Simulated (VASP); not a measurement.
A run of VASP 6.6.1 is set up as follows.

INCAR

```
ALGO     = Normal         # electronic algorithm
EDIFF    = 1E-7           # SCF threshold, eV
ENCUT    = 520            # plane-wave cutoff, eV
GGA      = CA             # functional
ISIF     = 2              # what is computed and relaxed
ISMEAR   = -1             # smearing method
LASPH    = T              # aspherical terms in the spheres
LCHARG   = T              # write CHGCAR
LELF     = T              # ELF
LREAL    = F              # projectors in reciprocal space
LVHAR    = T            
LWAVE    = F              # write WAVECAR
NBANDS   = 34             # bands
NELM     = 80             # most SCF steps
PREC     = Accurate       # precision mode
SIGMA    = 0.1            # smearing width, eV
```

File KPOINTS:

```
k-points
0
Gamma
  8 8 7
```

File POSCAR:

```
Ga
1.0
    2.2178908173     -3.7419137528      0.0000000000
    2.2178908173      3.7419137528      0.0000000000
    0.0000000000      0.0000000000      4.4249628129
Ga
4
Direct
    0.8443628362      0.1556371638      0.0859373133
    0.6556371638      0.3443628362      0.5859373133
    0.1556371638      0.8443628362      0.9140626867
    0.3443628362      0.6556371638      0.4140626867
```

Potentials or basis: VASP PAW LDA potentials, release 64 (Ga_d).

Launch:

```bash
$ cat potpaw_LDA.64/Ga_d/POTCAR > POTCAR
$ mpirun -np 1 vasp_std > vasp.out
```

Task: Estimate the pressure.

Result: 0.2 GPa.

Task: What does it give for the largest force?

Result: 0.004 eV/Å.

Task: Estimate the band gap on the k mesh.

Result: Zero (band 26 reaches 5.63 eV, above the bottom of band 27 at 4.58 eV).

Forces in eV/Å, atoms in the order of the input:
```
Ga   0.000 -0.004 -0.001
Ga   0.000  0.004 -0.001
Ga   0.000  0.004  0.001
Ga   0.000 -0.004  0.001
```
